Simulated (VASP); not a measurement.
Wanted: the native input for a VASP 6.6.1 run.

- Task: single point
- Functional: LDA
- Potentials or basis: VASP PAW LDA potentials, release 64 (Ti_sv, Co)
- Cutoff: 520 eV
- k mesh: 10 × 10 × 10
- Occupations: fermi-dirac, width 0.15 eV
- Spin: no spin polarisation
- Dipole correction: no
- Further INCAR settings: ALGO = Fast; EDIFF = 1e-06; NBANDS = 39

The structure of TiCo2 lies in POSCAR:

```
TiCo2
1.0
    0.0000000000      3.2474172319      3.2474172319
    3.2474172319      0.0000000000      3.2474172319
    3.2474172319      3.2474172319      0.0000000000
Ti Co
2 4
Direct
    0.5000000000      0.5000000000      0.5000000000
    0.7500000000      0.7500000000      0.7500000000
    0.1250000000      0.1250000000      0.1250000000
    0.6250000000      0.1250000000      0.1250000000
    0.1250000000      0.1250000000      0.6250000000
    0.1250000000      0.6250000000      0.1250000000
```

The input as run:

INCAR

```
ALGO = Fast
EDIFF = 1E-6
ENCUT = 520
ISIF = 2
ISMEAR = -1
LASPH = True
LCHARG = True
LELF = True
LREAL = False
LVHAR = True
LWAVE = False
NBANDS = 39
NELM = 80
PREC = Accurate
SIGMA = 0.15
```

KPOINTS

```
k-points
0
Gamma
  10 10 10
```

Potentials or basis: VASP PAW LDA potentials, release 64 (Ti_sv, Co).

The run is started by

```bash
$ cat potpaw_LDA.64/Ti_sv/POTCAR potpaw_LDA.64/Co/POTCAR > POTCAR
$ mpirun -np 1 vasp_std > vasp.out
```

Results of the run:

```json
{
 "Pressure": "-0.5 GPa",
 "Band gap on the k mesh": "zero (band 30 reaches 11.12 eV, above the bottom of band 31 at 10.28 eV)"
}
```

Wall time 2.2 min on 1 thread of Intel(R) Xeon(R) 6975P-C (Granite Rapids), with other jobs on the host, peak memory 0.24 GiB.
